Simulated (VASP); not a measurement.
# Si32C (a cell with a defect) in VASP: notebook

Runs on Si32C (a cell with a defect). Level: PBE. Tasks: single point.

Everything below comes from runs of VASP 6.6.1. Logs are shortened: lines on timing, memory, paths and dates and some standing lists are left out, and cuts for length are marked.

**1. The cell of the first run**

The cell holds a defect, 33 atoms: a = 9.474 Å, b = 9.474 Å, c = 9.474 Å, α = 109.47°, β = 109.47°, γ = 109.47°.

**2. Single point, PBE**

INCAR reads:

```
SYSTEM = Si32C
ALGO = Normal
EDIFF = 1E-6
ENCUT = 520
GGA = PE
ISIF = 2
ISMEAR = 0
LASPH = .True.
LCHARG = .False.
LREAL = Auto
LWAVE = .False.
NBANDS = 88
NELM = 60
PREC = Accurate
SIGMA = 0.02
```

KPOINTS reads:

```
Automatic mesh
0
Gamma
  2 2 2
  0.5 0.5 0.5
```

POSCAR reads:

```
Si32C
1.0
   -5.4700936587      5.4700936587     -5.4700936587
    5.4700936587      5.4700936587      5.4700936587
    5.4700936587     -5.4700936587     -5.4700936587
Si C
32 1
Direct
    0.2572611344      0.2596764496      0.7570175683
   -0.0008185417      0.4982645033      0.7421710218
    0.4903533042      0.2414971447      0.4913214778
    0.7445158628      0.7479016367      0.7495134006
    0.2524537213      0.5045494049      0.4983468602
    0.4962301689     -0.0036090790      0.7460608089
    0.0052963444      0.7658635777      0.5369895258
    0.7487672525      0.2550940783      0.2461940479
    0.5110462772      0.5014800790      0.2506984497
    0.7378121385      0.0009893798      0.4972952329
    0.0017206287      0.2446801798     -0.0007626012
    0.2204756582      0.7104496271      0.2146185373
   -0.0030378822      0.0178640451      0.2556236853
    0.7643962354      0.4885622014     -0.0191623776
    0.5035367165      0.7523415058      0.0007775918
    0.2528585590      0.0019605697      0.0067146017
    0.2517246661      0.2585152263      0.5048995817
    0.0011777678      0.5025621445      0.4950662034
    0.5010826452      0.2505677390      0.2507746824
    0.7455780019      0.7568772599      0.5056787274
    0.2584157764      0.4905200290      0.2464826170
    0.4708886467     -0.0181385377      0.4825740956
    0.0026651280      0.7975311342      0.3078968305
    0.7487635049      0.2424520644     -0.0075594684
    0.5210581715      0.5100151248      0.0061648853
    0.7443339647      0.0075136739      0.2518284121
   -0.0018687980      0.2501981841      0.7496679684
    0.2505622546      0.7474449717     -0.0080267364
   -0.0019712642     -0.0060816143     -0.0016677959
    0.7433989715      0.4925979642      0.7302500193
    0.4979302312      0.7507124660      0.7503373354
    0.2613754150      0.0149582448      0.7675279917
   -0.0083934577      0.6188119822      0.1558001660
```

Potentials or basis: VASP PAW PBE potentials, release 64 (Si, C).

The run is started by

```
> cat potpaw_PBE.64/Si/POTCAR potpaw_PBE.64/C/POTCAR > POTCAR
> mpirun -np 1 vasp_std > vasp.out
```

OUTCAR:

```text
SYSTEM = Si32C
   EDIFF = 1E-6
   ENCUT = 520
   GGA = PE
   ISIF = 2
   ISMEAR = 0
   LASPH = .True.
   LREAL = Auto
   NELM = 60
   PREC = Accurate

 ion  position               nearest neighbor table
   1  0.257  0.260  0.757-  32 2.37  17 2.37  27 2.40  25 2.41
   2  0.999  0.498  0.742-  18 2.36  30 2.37  28 2.37  27 2.37
   3  0.490  0.241  0.491-  19 2.34  30 2.35  17 2.36  22 2.38
   4  0.745  0.748  0.750-  20 2.34  31 2.35  30 2.36  29 2.36
   5  0.252  0.505  0.498-  31 2.35  17 2.35  18 2.36  21 2.37
   6  0.496  0.996  0.746-  31 2.35  24 2.35  32 2.36  22 2.38
   7  0.005  0.766  0.537-  23 2.28  32 2.33  20 2.35  18 2.38
   8  0.749  0.255  0.246-  19 2.35  26 2.35  18 2.37  24 2.37
   9  0.511  0.501  0.251-  21 2.35  19 2.35  20 2.36  25 2.38
  10  0.738  0.001  0.497-  20 2.36  26 2.37  27 2.41  22 2.43
  11  0.002  0.245  0.999-  29 2.36  24 2.37  21 2.37  27 2.37
  12  0.220  0.710  0.215-  33 1.84  21 2.33  28 2.34  22 2.50  23 2.75
  13  0.997  0.018  0.256-  23 2.31  26 2.35  17 2.35  29 2.38
  14  0.764  0.489  0.981-  33 1.84  24 2.33  30 2.33  25 2.46  23 2.86
  15  0.504  0.752  0.001-  31 2.35  28 2.35  26 2.36  25 2.37
  16  0.253  0.002  0.007-  32 2.34  19 2.34  28 2.36  29 2.36
  17  0.252  0.259  0.505-   5 2.35  13 2.35   3 2.36   1 2.37
  18  0.001  0.503  0.495-   2 2.36   5 2.36   8 2.37   7 2.38
  19  0.501  0.251  0.251-  16 2.34   3 2.34   9 2.35   8 2.35
  20  0.746  0.757  0.506-   4 2.34   7 2.35   9 2.36  10 2.36
  21  0.258  0.491  0.246-  12 2.33   9 2.35   5 2.37  11 2.37
  22  0.471  0.982  0.483-   3 2.38   6 2.38  10 2.43  12 2.50
  23  0.003  0.798  0.308-  33 1.76   7 2.28  13 2.31  12 2.75  14 2.86
  24  0.749  0.242  0.992-  14 2.33   6 2.35   8 2.37  11 2.37
  25  0.521  0.510  0.006-  15 2.37   9 2.38   1 2.41  14 2.46
  26  0.744  0.008  0.252-  13 2.35   8 2.35  15 2.36  10 2.37
  27  0.998  0.250  0.750-  11 2.37   2 2.37   1 2.40  10 2.41
  28  0.251  0.747  0.992-  12 2.34  15 2.35  16 2.36   2 2.37
  29  0.998  0.994  0.998-  11 2.36  16 2.36   4 2.36  13 2.38
  30  0.743  0.493  0.730-  14 2.33   3 2.35   4 2.36   2 2.37
  31  0.498  0.751  0.750-   6 2.35   4 2.35   5 2.35  15 2.35
  32  0.261  0.015  0.768-   7 2.33  16 2.34   6 2.36   1 2.37
  33  0.992  0.619  0.156-  23 1.76  12 1.84  14 1.84

  LATTYP: Found a body centered cubic cell.
 ALAT       =    10.9401873174

  Lattice vectors:

 A1 = (  -5.4700936587,   5.4700936587,  -5.4700936587)
 A2 = (   5.4700936587,   5.4700936587,   5.4700936587)
 A3 = (   5.4700936587,  -5.4700936587,  -5.4700936587)

Analysis of symmetry for initial positions (statically):
=====================================================================
 Subroutine PRICEL returns:
 Original cell was already a primitive cell.

 Routine SETGRP: Setting up the symmetry group for a
 body centered cubic supercell.

 Subroutine GETGRP returns: Found  1 space group operations
 (whereof  1 operations were pure point group operations)
 out of a pool of 48 trial point group operations.

The static configuration has the point symmetry C_1 .

Analysis of symmetry for dynamics (positions and initial velocities):
=====================================================================
 Subroutine PRICEL returns:
 Original cell was already a primitive cell.

 Routine SETGRP: Setting up the symmetry group for a
 body centered cubic supercell.

 Subroutine GETGRP returns: Found  1 space group operations
 (whereof  1 operations were pure point group operations)
 out of a pool of 48 trial point group operations.

The dynamic configuration has the point symmetry C_1 .

 Subroutine INISYM returns: Found  1 space group operations
 (whereof  1 operations are pure point group operations),
 and found     1 'primitive' translations

----------------------------------------------------------------------------------------

                                     Primitive cell

  volume of cell :     654.7029

  direct lattice vectors                    reciprocal lattice vectors
    -5.470093659  5.470093659 -5.470093659     0.000000000  0.091406113 -0.091406113
     5.470093659  5.470093659  5.470093659     0.091406113  0.091406113  0.000000000
     5.470093659 -5.470093659 -5.470093659     0.091406113  0.000000000 -0.091406113

  length of vectors
     9.474480139  9.474480139  9.474480139     0.129267765  0.129267765  0.129267765

  position of ions in fractional coordinates (direct lattice)
     0.257261134  0.259676450  0.757017568
     0.999181458  0.498264503  0.742171022
     0.490353304  0.241497145  0.491321478
     0.744515863  0.747901637  0.749513401
     0.252453721  0.504549405  0.498346860
     0.496230169  0.996390921  0.746060809
[... 25 lines left out ...]
     0.261375415  0.014958245  0.767527992
     0.991606542  0.618811982  0.155800166

  ion indices of the primitive-cell ions
   primitive index   ion index
                 1           1
                 2           2
                 3           3
                 4           4
                 5           5
                 6           6
[... 25 lines left out ...]
                32          32
                33          33

----------------------------------------------------------------------------------------

 KPOINTS: Automatic mesh

Automatic generation of k-mesh.
 Grid dimensions read from file:
 generate k-points for:    2    2    2

 Generating k-lattice:

  Cartesian coordinates                     Fractional coordinates (reciprocal lattice)
     0.000000000  0.045703057 -0.045703057     0.500000000  0.000000000  0.000000000
     0.045703057  0.045703057  0.000000000     0.000000000  0.500000000  0.000000000
     0.045703057  0.000000000 -0.045703057     0.000000000  0.000000000  0.500000000

  Length of vectors
     0.064633882  0.064633882  0.064633882

  Shift w.r.t. Gamma in fractional coordinates (k-lattice)
     0.500000000  0.500000000  0.500000000

 Subroutine IBZKPT returns following result:
 ===========================================

 Found      4 irreducible k-points:

 Following reciprocal coordinates:
            Coordinates               Weight
  0.250000  0.250000  0.250000      2.000000
 -0.250000  0.250000  0.250000      2.000000
  0.250000 -0.250000  0.250000      2.000000
  0.250000  0.250000 -0.250000      2.000000
   k-points           NKPTS =      4   k-points in BZ     NKDIM =      4   number of bands    NBANDS=     88
   number of dos      NEDOS =    301   number of ions     NIONS =     33
   total plane-waves  NPLWV = 343000
   dimension x,y,z NGX =    70 NGY =   70 NGZ =   70
   dimension x,y,z NGXF=   140 NGYF=  140 NGZF=  140
   ions per type =              32   1
   NGX,Y,Z   is equivalent  to a cutoff of  12.28, 12.28, 12.28 a.u.
   NGXF,Y,Z  is equivalent  to a cutoff of  24.57, 24.57, 24.57 a.u.
 SYSTEM =  Si32C
   PREC   = accura    normal or accurate (medium, high low for compatibility)
   ISTART =      0    job   : 0-new  1-cont  2-samecut
   ICHARG =      2    charge: 1-file 2-atom 10-const
   ISPIN  =      1    spin polarized calculation?
   LNONCOLLINEAR =      F non collinear calculations
   LSORBIT =      F    spin-orbit coupling
   LASPH  =      T    aspherical Exc in radial PAW
   ENCUT  =  520.0 eV  38.22 Ry    6.18 a.u.  17.62 17.62 17.62*2*pi/ulx,y,z
   NELM   =     60;   NELMIN=  2; NELMDL= -5     # of ELM steps
   EDIFF  = 0.1E-05   stopping-criterion for ELM
   LREAL  =      T    real-space projection
   EDIFFG = 0.1E-04   stopping-criterion for IOM
   NSW    =      0    number of steps for IOM
   IBRION =     -1    ionic relax: 0-MD 1-quasi-New 2-CG
   NFREE  =      0    steps in history (QN), initial steepest desc. (CG)
   ISIF   =      2    stress and relaxation
   ISYM   =      2    0-nonsym 1-usesym 2-fastsym
   POTIM  = 0.5000    time-step for ionic-motion
   TEBEG  =    0.0;   TEEND  =   0.0 temperature during run
   PSTRESS=    0.0 pullay stress
   NELECT =     132.0000    total number of electrons
   NUPDOWN=      -1.0000    fix difference up-down
   EMIN   =  10.00;   EMAX   =-10.00  energy-range for DOS
   EFERMI =   0.00;   METHOD = LEGACY
   ISMEAR =     0;   SIGMA  =   0.02  broadening in eV -4-tet -1-fermi 0-gaus
   EFERMI_NEDOS =   21; number of points for ismear=-14 and -15
   IALGO  =     38    algorithm
   IMIX   =      4    mixing-type and parameters
     AMIX     =   0.40;   BMIX     =  1.00
     AMIX_MAG =   1.60;   BMIX_MAG =  1.00
  volume/ion in A,a.u.               =      19.84       133.88
  Fermi-wavevector in a.u.,A,eV,Ry     =   0.959956  1.814054 12.537983  0.921516
  Thomas-Fermi vector in A             =   2.089198
   LORBIT       =      0    0 simple, 1 ext, 2 COOP (PROOUT), +10 PAW based schemes
   GGA     = PE    functional components
   LHFCALC =     F    Hartree Fock is set to
   AEXX    =    0.0000 exact exchange contribution
   IVDW    =     0    specifies the selected vdW correction
   LEPSILON=     F    determine dielectric tensor
   LRPA    =     F    only Hartree local field effects (RPA)
 non-spin polarized calculation
 Gauss-broadening in eV      SIGMA  =   0.02
  energy-cutoff  :      520.00
  volume of cell :      654.70
 maximum number of plane-waves:     17628
 NGX is ok and might be reduce to    70
   NGX = 35   NGY = 35   NGZ = 35

 number of electron     132.0000000 magnetization

 Free energy of the ion-electron system (eV)
  ---------------------------------------------------
  ext. energy  EPLUGINS =         0.00000000
  ---------------------------------------------------
  free energy    TOTEN  =      -179.22212210 eV

  energy without entropy =     -179.22212210  energy(sigma->0) =     -179.22212210

 E-fermi :   6.0223     XC(G=0):  -9.4011

 val. band max:        5.9083874780   @ k =  -0.2500   0.2500   0.2500
 cond. band min:       6.2629269852   @ k =  -0.2500   0.2500   0.2500
 fundamental gap:      0.3545395072
 Fermi energy:         6.0222620883

 k-point     1 :       0.2500    0.2500    0.2500
  band No.  band energies     occupation
      1      -7.1579      2.00000
      2      -5.4300      2.00000
      3      -5.4021      2.00000
      4      -5.3775      2.00000
      5      -4.7101      2.00000
      6      -3.7600      2.00000
[... 70 lines left out ...]
     77       7.4069      0.00000
     78       7.5099      0.00000
[... 241 lines left out ...]
     77       7.9846      0.00000
     78       8.0476      0.00000
 [bands above 78 left out]

------------------------ aborting loop because EDIFF is reached ----------------------------------------

  FORCE on cell =-STRESS in cart. coord.  units (eV):
  Direction    XX          YY          ZZ          XY          YZ          ZX
  --------------------------------------------------------------------------------------
  -------------------------------------------------------------------------------------
  Total       12.2540078     -1.0489882      0.5053262      0.0160759      4.3659067     -0.8307828
  in kB       29.9877898     -2.5670653      1.2366254      0.0393406     10.6841690     -2.0330769
  external PRESSURE =       9.5524499 kB  Pullay stress =       0.0000000 kB

 VOLUME and BASIS-vectors are now :
 -----------------------------------------------------------------------------
  energy-cutoff  :      520.00
  volume of cell :      654.70
      direct lattice vectors                 reciprocal lattice vectors
    -5.470093659  5.470093659 -5.470093659     0.000000000  0.091406113 -0.091406113
     5.470093659  5.470093659  5.470093659     0.091406113  0.091406113  0.000000000
     5.470093659 -5.470093659 -5.470093659     0.091406113  0.000000000 -0.091406113

 POSITION                                       TOTAL-FORCE (eV/Angst)
 -----------------------------------------------------------------------------------
      4.15417     -1.31326     -4.12774         0.007067      0.010365     -0.019078
      1.31968      4.13142     -6.79981        -0.022950      0.013239      0.015059
      1.32631      1.31572     -4.04884         0.013645     -0.000110     -0.008678
      4.11843      4.06376     -4.08139        -0.012365     -0.022177     -0.031715
      4.10499      1.41487     -1.34702        -0.007358      0.009920      0.011479
      6.81695      4.08375     -1.34510        -0.063327     -0.082477      0.044674
[... 25 lines left out ...]
      2.85053     -2.68688     -5.54638         0.014523     -0.027005      0.006290
     -1.18698      7.95690     -2.89146         0.158569      0.216469      0.053153
 -----------------------------------------------------------------------------------
    total drift:                               -0.003165     -0.007366     -0.002229

  FREE ENERGIE OF THE ION-ELECTRON SYSTEM (eV)
  ---------------------------------------------------
  free  energy   TOTEN  =      -179.2221221019 eV

  energy  without entropy=     -179.2221221019  energy(sigma->0) =     -179.22212210
```

Wall time 4.4 min (1 thread of Intel Xeon 6975P-C (Granite Rapids), shared host); peak memory 0.73 GiB.

What came out:

- Free energy: -179.2221 eV
- Pressure: 1.0 GPa
- Largest force: 0.274 eV/Å
- Band gap on the k mesh: 0.35 eV

Forces on the atoms (eV/Å):
```
Si   0.007  0.010 -0.019
Si  -0.023  0.013  0.015
Si   0.014  0.000 -0.009
Si  -0.012 -0.022 -0.032
Si  -0.007  0.010  0.011
Si  -0.063 -0.082  0.045
Si   0.024 -0.019  0.021
Si  -0.017 -0.007  0.026
Si  -0.015 -0.011  0.003
Si   0.000 -0.021 -0.002
Si   0.004 -0.026  0.029
Si  -0.043  0.052 -0.019
Si   0.083  0.055  0.031
Si  -0.043 -0.006 -0.156
Si  -0.033  0.006 -0.027
Si  -0.003 -0.013 -0.020
Si   0.030  0.024 -0.010
Si  -0.022  0.011  0.028
Si   0.005 -0.008 -0.009
Si   0.010 -0.041  0.007
Si  -0.023 -0.002  0.014
Si  -0.014 -0.014  0.032
Si   0.174  0.043  0.058
Si  -0.111 -0.130  0.054
Si  -0.040  0.033 -0.063
Si   0.020 -0.010  0.009
Si  -0.005  0.001  0.006
Si  -0.052  0.020 -0.004
Si   0.004  0.005 -0.001
Si   0.009 -0.036 -0.057
Si  -0.032 -0.022 -0.019
Si   0.015 -0.027  0.006
C    0.159  0.216  0.053
```

**3. Single point, PBE**

INCAR reads:

```
SYSTEM = Si32C
ALGO     = Normal         ! electronic algorithm
EDIFF    = 1E-6           ! SCF threshold, eV
ENCUT    = 520            ! plane-wave cutoff, eV
GGA      = PE             ! functional
ISIF     = 2              ! what is computed and relaxed
ISMEAR   = 0              ! smearing method
LASPH    = .TRUE.         ! aspherical terms in the spheres
LCHARG   = .FALSE.        ! write CHGCAR
LREAL    = Auto         
LWAVE    = .FALSE.        ! write WAVECAR
NBANDS   = 88             ! bands
NELM     = 80             ! most SCF steps
PREC     = Accurate       ! precision mode
SIGMA    = 0.02           ! smearing width, eV
```

KPOINTS is that of step 2.

POSCAR reads:

```
Si32C
1.0
   -5.4700936587      5.4700936587     -5.4700936587
    5.4700936587      5.4700936587      5.4700936587
    5.4700936587     -5.4700936587     -5.4700936587
Si C
32 1
Direct
    0.2422113007      0.2487156683      0.7454659380
   -0.0025203408      0.4985990497      0.7541962272
    0.4849448959      0.2382632879      0.4823466772
    0.7428500778      0.7539060128      0.7442671468
    0.2498344791      0.5019021010      0.5000068867
    0.5179622465      0.0288678787      0.7668938160
    0.0072017048      0.7568972779      0.5202166869
    0.7522357489      0.2496729645      0.2574126858
    0.5061653735      0.5020447859      0.2515192766
    0.7489761155      0.0020821399      0.4993901696
    0.0094151039      0.2412979708      0.0029445565
    0.2559603340      0.7501047982      0.2563287921
   -0.0100184756     -0.0201588870      0.2439088036
    0.7045237688      0.4971658933     -0.0572423471
    0.4926395539      0.7554186012     -0.0018632222
    0.2494938085     -0.0011561959     -0.0008065675
    0.2405944180      0.2430865142      0.4931602946
    0.0016508858      0.5008179331      0.5071901275
    0.4978922062      0.2472162424      0.2433095451
    0.7517974566      0.7555621088      0.5006102584
    0.2551264360      0.4979054601      0.2502447098
    0.5025837164      0.0027015991      0.5028615910
    0.0113058393      0.7369180953      0.2700242614
    0.7899920494      0.2800757346      0.0351542427
    0.4837835813      0.5032487873     -0.0053367459
    0.7474215717     -0.0031720663      0.2490067968
   -0.0043612599      0.2475139521      0.7512597144
    0.2447363032      0.7508593557      0.0032744412
   -0.0016354382     -0.0112779605     -0.0010722851
    0.7342124743      0.4941921782      0.7127301182
    0.4989087336      0.7620739717      0.7526184663
    0.2586753698      0.0098082416      0.7587808837
   -0.1153194149      0.5095126654      0.0946718708
```

Potentials or basis: VASP PAW PBE potentials, release 64 (Si, C).

The run is started by

```
> cat potpaw_PBE.64/Si/POTCAR potpaw_PBE.64/C/POTCAR > POTCAR
> mpirun -np 1 vasp_std > vasp.out
```

Wall time 4.6 min (1 thread of Intel Xeon 6975P-C (Granite Rapids), shared host); peak memory 0.72 GiB.

The run converged. Its results:

```
Free energy            : -179.1985 eV
Pressure               : 0.9 GPa
Largest force          : 0.304 eV/Å
Band gap on the k mesh : 0.38 eV
```

Forces in eV/Å, atoms in the order of the input:
```
Si  -0.013 -0.023  0.035
Si   0.034 -0.015 -0.027
Si   0.008  0.027  0.018
Si   0.004  0.042  0.010
Si   0.006 -0.004 -0.005
Si   0.036  0.019 -0.019
Si  -0.067  0.039  0.013
Si  -0.005 -0.025 -0.058
Si   0.002 -0.004  0.005
Si  -0.022  0.023 -0.038
Si   0.014  0.005 -0.021
Si   0.066  0.155 -0.132
Si  -0.068 -0.038 -0.044
Si   0.061 -0.048  0.199
Si   0.012  0.011  0.021
Si  -0.007  0.012  0.006
Si  -0.021 -0.012  0.006
Si   0.015 -0.015 -0.024
Si  -0.026  0.015  0.000
Si  -0.032  0.025 -0.011
Si   0.035  0.022  0.006
Si   0.049  0.097 -0.072
Si  -0.178  0.007 -0.053
Si  -0.023 -0.060 -0.047
Si   0.037 -0.056  0.091
Si  -0.030 -0.008 -0.037
Si   0.012 -0.010 -0.010
Si   0.027  0.007 -0.017
Si   0.001  0.010 -0.021
Si   0.018  0.020  0.032
Si  -0.001  0.022 -0.001
Si  -0.012 -0.002  0.018
C    0.066 -0.237  0.178
```

Stress tensor (GPa, compression positive):
```
 0.15 -1.07 -0.22
-1.07 -0.28  0.00
-0.22  0.00  2.95
```

Levels at points of the mesh, in eV from the valence-band top:
| k point | band 62 | band 63 | band 64 | band 65 | band 66 | band 67 | band 68 | band 69 | band 70 | band 71 |
| --- | --- | --- | --- | --- | --- | --- | --- | --- | --- | --- |
| (0.25, 0.25, 0.25) | -0.99 | -0.96 | -0.92 | -0.83 | -0.29 | 0.44 | 1.02 | 1.18 | 1.20 | 1.24 |
